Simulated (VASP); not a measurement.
# Ge (Im-3m) in VASP: relaxation of cell and atoms with r2SCAN

Aim: the relaxation of cell and atoms of Ge with r2SCAN.

Everything below comes from runs of VASP 6.6.1. Logs are shortened: lines on timing, memory, paths and dates and some standing lists are left out, and cuts for length are marked.

## 1. The cell of the first run

It takes space group Im-3m (No. 229, cubic). Conventional cell: a = 3.376 Å, b = 3.376 Å, c = 3.376 Å, α = 90.00°, β = 90.00°, γ = 90.00°. Within 3.9 Å of Ge (site symmetry m-3m) lie 14 Ge at 2.92 to 3.38 Å.

This isn't the form of Ge at room conditions, which is diamond.

## 2. Relaxation of cell and atoms, r2SCAN

POSCAR

```
Ge
1.0
   -1.6879910177      1.6879910177      1.6879910177
    1.6879910177     -1.6879910177      1.6879910177
    1.6879910177      1.6879910177     -1.6879910177
Ge
1
Direct
    0.0000000000      0.0000000000      0.0000000000
```

INCAR.step1

```
SYSTEM = Ge
PREC = Accurate ; ENCUT = 600
ISMEAR = -1 ; SIGMA = 0.1
LREAL = .FALSE. ; LASPH = .TRUE.
NELM = 60 ; GGA = PE
ALGO = Normal ; EDIFF = 1E-4
LWAVE = .TRUE. ; LCHARG = .FALSE.
```

INCAR.step2

```
SYSTEM = Ge
PREC = Accurate ; ENCUT = 600
EDIFF = 1E-7 ; ISMEAR = -1
SIGMA = 0.1 ; LREAL = .FALSE.
LASPH = .TRUE. ; NELM = 60
ALGO = Normal ; ISIF = 3
LWAVE = .FALSE. ; LCHARG = .FALSE.
METAGGA = R2SCAN ; LMIXTAU = .TRUE.
IBRION = 2 ; NSW = 80
EDIFFG = -0.01 ; ISTART = 1
```

KPOINTS

```
regular mesh
0
G
  13 13 13
  0 0 0
```

Potentials or basis: VASP PAW PBE potentials, release 64 (Ge_d).

Run with:

```bash
$ cat potpaw_PBE.64/Ge_d/POTCAR > POTCAR
$ cp INCAR.step1 INCAR
$ mpirun -np 1 vasp_std > vasp.out
$ cp INCAR.step2 INCAR
$ mpirun -np 1 vasp_std > vasp.out
```

OUTCAR:

```text
SYSTEM = Ge
   PREC = Accurate
   ENCUT = 600
   EDIFF = 1E-7
   ISMEAR = -1
   LREAL = .FALSE.
   LASPH = .TRUE.
   NELM = 60
   ISIF = 3
   METAGGA = R2SCAN
   IBRION = 2
   NSW = 80
   EDIFFG = -0.01
   ISTART = 1

 ion  position               nearest neighbor table
   1  0.000  0.000  0.000-

  LATTYP: Found a body centered cubic cell.
 ALAT       =     3.3759820354

  Lattice vectors:

 A1 = (  -1.6879910177,   1.6879910177,   1.6879910177)
 A2 = (   1.6879910177,  -1.6879910177,   1.6879910177)
 A3 = (   1.6879910177,   1.6879910177,  -1.6879910177)

Analysis of symmetry for initial positions (statically):
=====================================================================
 Subroutine PRICEL returns:
 Original cell was already a primitive cell.

 Routine SETGRP: Setting up the symmetry group for a
 body centered cubic supercell.

 Subroutine GETGRP returns: Found 48 space group operations
 (whereof 48 operations were pure point group operations)
 out of a pool of 48 trial point group operations.

The static configuration has the point symmetry O_h .

Analysis of symmetry for dynamics (positions and initial velocities):
=====================================================================
 Subroutine PRICEL returns:
 Original cell was already a primitive cell.

 Routine SETGRP: Setting up the symmetry group for a
 body centered cubic supercell.

 Subroutine GETGRP returns: Found 48 space group operations
 (whereof 48 operations were pure point group operations)
 out of a pool of 48 trial point group operations.

The dynamic configuration has the point symmetry O_h .

 Subroutine INISYM returns: Found 48 space group operations
 (whereof 48 operations are pure point group operations),
 and found     1 'primitive' translations

----------------------------------------------------------------------------------------

                                     Primitive cell

  volume of cell :      19.2385

  direct lattice vectors                    reciprocal lattice vectors
    -1.687991018  1.687991018  1.687991018     0.000000000  0.296210107  0.296210107
     1.687991018 -1.687991018  1.687991018     0.296210107  0.000000000  0.296210107
     1.687991018  1.687991018 -1.687991018     0.296210107  0.296210107  0.000000000
[... 97 lines left out ...]
   ISMEAR =    -1;   SIGMA  =   0.10  broadening in eV -4-tet -1-fermi 0-gaus
   EFERMI_NEDOS =   21; number of points for ismear=-14 and -15
   IALGO  =     38    algorithm
   IMIX   =      4    mixing-type and parameters
     AMIX     =   0.40;   BMIX     =  1.00
     AMIX_MAG =   1.60;   BMIX_MAG =  1.00
  volume/ion in A,a.u.               =      19.24       129.83
  Fermi-wavevector in a.u.,A,eV,Ry     =   1.472518  2.782656 29.501652  2.168310
  Thomas-Fermi vector in A             =   2.587523
   LORBIT       =      0    0 simple, 1 ext, 2 COOP (PROOUT), +10 PAW based schemes
   METAGGA = R2SCAN    functional components
   LHFCALC =     F    Hartree Fock is set to
   AEXX    =    0.0000 exact exchange contribution
   IVDW    =     0    specifies the selected vdW correction
   LEPSILON=     F    determine dielectric tensor
   LRPA    =     F    only Hartree local field effects (RPA)
 conjugate gradient relaxation of ions
 non-spin polarized calculation
  energy-cutoff  :      600.00
  volume of cell :       19.24
 maximum number of plane-waves:       658
   NGX = 11   NGY = 11   NGZ = 11

--------------------------------------- Ionic step        1  -------------------------------------------

 number of electron      13.9999995 magnetization

 Free energy of the ion-electron system (eV)
  ---------------------------------------------------
  ext. energy  EPLUGINS =         0.00000000
  ---------------------------------------------------
  free energy    TOTEN  =       -13.29906754 eV

  energy without entropy =      -13.27962187  energy(sigma->0) =      -13.28934471

------------------------ aborting loop because EDIFF is reached ----------------------------------------

  FORCE on cell =-STRESS in cart. coord.  units (eV):
  Direction    XX          YY          ZZ          XY          YZ          ZX
  --------------------------------------------------------------------------------------
  -------------------------------------------------------------------------------------
  Total       -0.2132393     -0.2132393     -0.2132393      0.0000000      0.0000000      0.0000000
  in kB      -17.7585453    -17.7585453    -17.7585453      0.0000000      0.0000000      0.0000000
  external PRESSURE =     -17.7585453 kB  Pullay stress =       0.0000000 kB
[... 57 lines left out ...]
--------------------------------------- Ionic step        3  -------------------------------------------

 number of electron      14.0000008 magnetization

 Free energy of the ion-electron system (eV)
  ---------------------------------------------------
  ext. energy  EPLUGINS =         0.00000000
  ---------------------------------------------------
  free energy    TOTEN  =       -13.30204281 eV

  energy without entropy =      -13.28255131  energy(sigma->0) =      -13.29229706

 E-fermi :   6.7320     XC(G=0): -12.4965

 val. band max:        6.7138196516   @ k =  -0.2308   0.3846   0.0769
 cond. band min:       6.7414434471   @ k =   0.2308   0.1538   0.0000
 fundamental gap:      0.0276237956
 Fermi energy:         6.7319543177

 k-point     1 :       0.0000    0.0000    0.0000
  band No.  band energies     occupation
      1     -18.7497      2.00000
      2     -18.7497      2.00000
      3     -18.7497      2.00000
      4     -18.6544      2.00000
      5     -18.6544      2.00000
      6      -7.1511      2.00000
      7      16.4967      0.00000
      8      16.4967      0.00000
      9      16.4969      0.00000
     10      22.4033      0.00000
     11      22.4033      0.00000
[... 309 lines left out ...]
 k-point    24 :       0.2308    0.0769    0.0769
  band No.  band energies     occupation
      1     -18.7668      2.00000
      2     -18.7388      2.00000
      3     -18.6660      2.00000
      4     -18.6580      2.00000
      5     -18.6450      2.00000
      6      -4.1686      2.00000
      7       6.6706      1.29729
      8      10.5950      0.00000
      9      12.1767      0.00000
     10      20.3843      0.00000
     11      20.6208      0.00000

 [... further k-points ...]

------------------------ aborting loop because EDIFF is reached ----------------------------------------

  FORCE on cell =-STRESS in cart. coord.  units (eV):
  Direction    XX          YY          ZZ          XY          YZ          ZX
  --------------------------------------------------------------------------------------
  -------------------------------------------------------------------------------------
  Total        0.0023716      0.0023716      0.0023716      0.0000000      0.0000000      0.0000000
  in kB        0.2029961      0.2029961      0.2029961      0.0000000      0.0000000      0.0000000
  external PRESSURE =       0.2029961 kB  Pullay stress =       0.0000000 kB
[... 16 lines left out ...]
  FREE ENERGIE OF THE ION-ELECTRON SYSTEM (eV)
  ---------------------------------------------------
  free  energy   TOTEN  =       -13.3020428104 eV

  energy  without entropy=      -13.2825513080  energy(sigma->0) =      -13.29229706

 reached required accuracy - stopping structural energy minimisation
```

OUTCAR.step1:

```text
SYSTEM = Ge
   PREC = Accurate
   ENCUT = 600
   ISMEAR = -1
   LREAL = .FALSE.
   LASPH = .TRUE.
[... 552 lines left out ...]
 -----------------------------------------------------------------------------------
      0.00000      0.00000      0.00000        -0.000000      0.000000     -0.000000
 -----------------------------------------------------------------------------------
    total drift:                               -0.000000      0.000000      0.000000

  FREE ENERGIE OF THE ION-ELECTRON SYSTEM (eV)
  ---------------------------------------------------
  free  energy   TOTEN  =        -4.1871943893 eV

  energy  without entropy=       -4.1675532765  energy(sigma->0) =       -4.17737383
```

It took 7.9 min on 1 thread of AMD EPYC, shared host; peak memory 0.13 GiB.

What came out:

| Property | Result |
| --- | --- |
| Free energy | -13.3020 eV |
| Relaxed volume | 18.72 Å³/atom |
| Relaxed cell | a = 2.897 Å, b = 2.897 Å, c = 2.897 Å, α = 109.47°, β = 109.47°, γ = 109.47° |
| Space group after relaxing (to 0.1 Å) | Im-3m (No. 229) |
| Energy gained by relaxing | 3.0 meV/atom |
| Ionic steps | 3 |
| Pressure after relaxing | 0.0 GPa |
| Band gap on the k mesh | zero (bands 7 and 8 overlap by 12.83 eV) |

Step by step:
```tsv
step	energy change (eV)	largest force (eV/Å)	pressure (GPa)	volume (Å³)
1	0.0000	0.0000	-1.78	19.24
2	-0.0029	0.0000	0.26	18.65
3	-0.0030	0.0000	0.02	18.72
```

Final structure:
```
CELL_PARAMETERS angstrom
-1.67263 1.67263 1.67263
1.67263 -1.67263 1.67263
1.67263 1.67263 -1.67263
ATOMIC_POSITIONS crystal
Ge 0.00000 0.00000 0.00000
```

Levels at points of the mesh, in eV from the Fermi level:
```csv
k point,band 3,band 4,band 5,band 6,band 7,band 8,band 9,band 10,band 11
"(0.00, 0.00, 0.00)",-25.48,-25.39,-25.39,-13.88,9.76,9.76,9.76,15.67,15.67
```

Caveat: the PAW data sets were made with another functional, which shifts forces and pressure a little.

The gap in the log of VASP goes by the Fermi energy; the results here count the filled bands.